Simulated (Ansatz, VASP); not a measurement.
# One calculation of Re, two programs

The input POSCAR:

```
Re
1.0
    2.5984504816      0.0000000000      0.0000000000
    0.0000000000      2.5984504816      0.0000000000
    0.0000000000      0.0000000000      2.5984504816
Re
1
Direct
    0.0000000000      0.0000000000      0.0000000000
```

Contents of INCAR.step1:

```
ALGO     = Normal         # electronic algorithm
EDIFF    = 1E-5           # SCF threshold, eV
ENCUT    = 660            # plane-wave cutoff, eV
GGA      = PE             # functional
GGA_COMPAT= F            
ISMEAR   = -1             # smearing method
LASPH    = T              # aspherical terms in the spheres
LCHARG   = F              # write CHGCAR
LREAL    = F              # projectors in reciprocal space
LWAVE    = T              # write WAVECAR
NBANDS   = 10             # bands
NELM     = 120            # most SCF steps
PREC     = Accurate       # precision mode
SIGMA    = 0.1            # smearing width, eV
```

The input INCAR.step2:

```
ALGO     = Normal         # electronic algorithm
EDIFF    = 1E-6           # SCF threshold, eV
ENCUT    = 660            # plane-wave cutoff, eV
GGA_COMPAT= F            
ISIF     = 2              # what is computed and relaxed
ISMEAR   = -1             # smearing method
ISTART   = 1            
LASPH    = T              # aspherical terms in the spheres
LCHARG   = F              # write CHGCAR
LMIXTAU  = T            
LREAL    = F              # projectors in reciprocal space
LWAVE    = F              # write WAVECAR
METAGGA  = R2SCAN         # meta-GGA
NBANDS   = 10             # bands
NELM     = 120            # most SCF steps
PREC     = Accurate       # precision mode
SIGMA    = 0.1            # smearing width, eV
```

The input KPOINTS:

```
k-points
0
Gamma
  14 14 14
```

Input for Ansatz:

```yaml
crystal:
  lattice:
    - [2.5984504816, 0.0, 0.0]
    - [0.0, 2.5984504816, 0.0]
    - [0.0, 0.0, 2.5984504816]
  atoms:
    - { symbol: Re, position: [0.0, 0.0, 0.0] }
hamiltonian:
  xc: r2scan
  pseudopotentials:
    kind: paw
    azcp:
      Re: "pseudopotentials/Re.paw.azcp"
basis:
  ecutwfc: 500
  fft_grid_basis: typed
kpoints:
  mp_grid: { grid: [14, 14, 14], shift: [0, 0, 0] }
magnetization:
  spin_polarized: false
scf:
  occupations: { method: fermi_dirac, width: 0.1 }
  lower_state_search: "off"
output:
  stress: true
```

Alike in both runs: task single point; functional r2SCAN; k mesh 14 × 14 × 14; occupations fermi-dirac, width 0.1 eV; no spin polarisation.

|  | VASP | Ansatz |
| --- | --- | --- |
| version | VASP 6.6.1 | Ansatz 0.2.0 |
| potentials or method | VASP PAW PBE potentials, release 64 (Re), cutoff 660 eV | plane waves (500 eV) with PAW, scalar-relativistic |
| valence electrons in the cell | 7 | 15 |

|  | VASP | Ansatz | Ansatz less VASP |
| --- | --- | --- | --- |
| pressure (GPa) | -11.2 | -10.5 | +0.75 |

VASP's potentials were made for PBE, not for r2SCAN. VASP's potentials hold 7 valence electrons a cell and Ansatz's 15, so a difference there can come from the potentials and not from the codes.

Neither program's run includes spin-orbit coupling.
